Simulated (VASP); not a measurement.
A run of VASP 6.6.1 is set up as follows.

File INCAR:

```
SYSTEM = NaI
PREC = Accurate ; ENCUT = 520
EDIFF = 1E-6 ; ISMEAR = -1
SIGMA = 0.05 ; LREAL = .FALSE.
LASPH = .TRUE. ; NELM = 80
ALGO = Normal ; ISIF = 2
LWAVE = .FALSE. ; LCHARG = .FALSE.
GGA = PS ; NBANDS = 14
```

Contents of KPOINTS:

```
Automatic mesh
0
G
  7 7 7
  0 0 0
```

File POSCAR:

```
NaI
1.0
    0.0000000000      3.1703324822      3.1703324822
    3.1703324822      0.0000000000      3.1703324822
    3.1703324822      3.1703324822      0.0000000000
I Na
1 1
Direct
    0.5000000000      0.5000000000      0.5000000000
    0.0000000000      0.0000000000      0.0000000000
```

Potentials or basis: VASP PAW PBE potentials, release 64 (I, Na_pv).

Run with:

```bash
$ cat potpaw_PBE.64/I/POTCAR potpaw_PBE.64/Na_pv/POTCAR > POTCAR
$ mpirun -np 1 vasp_std > vasp.out
```

Problem. Predict the band gap on the k mesh.

Solution. 3.67 eV, direct.

Problem. Estimate the pressure.

Solution. 0.6 GPa.

Caveat: the PAW data sets were made with another functional, which shifts forces and pressure a little; spin-orbit coupling is left out, which moves the levels of the heavy elements.
